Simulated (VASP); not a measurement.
Runs of VASP 6.6.1 on AgCl. The structure is that of space group P6_3/mmc (No. 194), or close to it. The cells are those of the table. 

```tsv
level	cell	k mesh	gap on the mesh (eV)	pressure (GPa)
r2SCAN	a = 3.964, b = 3.964, c = 6.138 Å, angles 90.0, 90.0, 120.0°, 4 atoms	6 × 6 × 4	1.44	(d)
PBE	a = 3.991, b = 3.991, c = 6.073 Å, angles 90.0, 90.0, 120.0°, 4 atoms	6 × 6 × 4	0.91	3.0
r2SCAN	a = 4.045, b = 4.045, c = 6.262 Å, angles 90.0, 90.0, 120.0°, 4 atoms	6 × 6 × 4	1.43	-1.5
PBE	a = 4.114, b = 4.114, c = 6.261 Å, angles 90.0, 90.0, 120.0°, 4 atoms	6 × 6 × 4	0.91	-1.3
r2SCAN	a = 4.005, b = 4.005, c = 6.201 Å, angles 90.0, 90.0, 120.0°, 4 atoms	6 × 6 × 4	1.43	-0.1
PBE	a = 4.074, b = 4.074, c = 6.200 Å, angles 90.0, 90.0, 120.0°, 4 atoms	6 × 6 × 4	0.91	-0.1
r2SCAN	a = 4.083, b = 4.083, c = 6.323 Å, angles 90.0, 90.0, 120.0°, 4 atoms	6 × 6 × 4	1.42	(b)
PBE	a = 4.154, b = 4.154, c = 6.321 Å, angles 90.0, 90.0, 120.0°, 4 atoms	6 × 6 × 4	(c)	-2.3
PBE	a = 4.033, b = 4.033, c = 6.137 Å, angles 90.0, 90.0, 120.0°, 4 atoms	6 × 6 × 4	0.91	1.3
r2SCAN	a = 3.923, b = 3.923, c = 6.074 Å, angles 90.0, 90.0, 120.0°, 4 atoms	6 × 6 × 4	1.46	3.7
PBE	a = 4.005, b = 4.005, c = 6.201 Å, angles 90.0, 90.0, 120.0°, 4 atoms	12 × 12 × 4	0.91	(a)
```

Alike in all rows: task single point; potentials or basis VASP PAW PBE potentials, release 64 (Ag, Cl); no spin polarisation; cutoff (eV) 520; smearing gaussian 0.01 eV.

Problem. Estimate the missing entries.

Solution. (a) 1.5; (b) -2.7; (c) 0.92; (d) 1.6.

Caveats: the PAW data sets were made with another functional, which shifts forces and pressure a little (some runs).

A k mesh can miss the band edges, and the runs leave out spin-orbit coupling on Ag.
